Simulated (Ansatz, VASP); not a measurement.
# One calculation of InP, two programs

The input INCAR:

```
  PREC = Accurate
  ENCUT = 520
  EDIFF = 1E-6
  ISMEAR = 0
  SIGMA = 0.05
  LREAL = F
  LASPH = T
  NELM = 100
  ALGO = Normal
  ISIF = 2
  LWAVE = F
  LCHARG = T
  GGA = PE
  LELF = T
  LVHAR = T
  NBANDS = 16
```

Contents of KPOINTS:

```
regular mesh
0
Gamma
  12 12 12
```

POSCAR

```
InP
1.0
    0.0000000000      2.8043195571      3.3651834685
    2.8043195571      0.0000000000      3.3651834685
    2.8043195571      2.8043195571      0.0000000000
In P
1 1
Direct
    0.0000000000      0.0000000000      0.0000000000
    0.7500000000      0.7500000000      0.7500000000
```

Input for Ansatz:

```yaml
crystal:
  lattice:
    - [0.0, 2.8043195571, 3.3651834685]
    - [2.8043195571, 0.0, 3.3651834685]
    - [2.8043195571, 2.8043195571, 0.0]
  atoms:
    - { symbol: In, position: [0.0, 0.0, 0.0] }
    - { symbol: P, position: [0.75, 0.75, 0.75] }
basis:
  ecutwfc: 420
kpoints:
  mp_grid: { grid: [12, 12, 12] }
hamiltonian:
  xc: pbe
scf:
  occupations: { method: gaussian, width: 0.05 }
output:
  forces: true
  stress: true
  eigenvalues: true
```

Alike in both runs: task single point; functional PBE; k mesh 12 × 12 × 12; occupations gaussian, width 0.05 eV; no spin polarisation.

```csv
,VASP,Ansatz
version,VASP 6.6.1,Ansatz 0.2.0
potentials or method,"VASP PAW PBE potentials, release 64 (In_d, P), cutoff 520 eV","scalar-relativistic, plane waves, PAW"
valence electrons in the cell,18,18
```

|  | VASP | Ansatz | Ansatz less VASP |
| --- | --- | --- | --- |
| gap on the k mesh at the Fermi level (eV) | none | none | - |
| pressure (GPa) | -0.6 | -0.5 | +0.05 |
| traceless stress, the component that is largest in VASP (GPa) | -6.74 | -6.73 | +0.003 |

A gap of «none» marks a metal or a gap that the smearing closes.
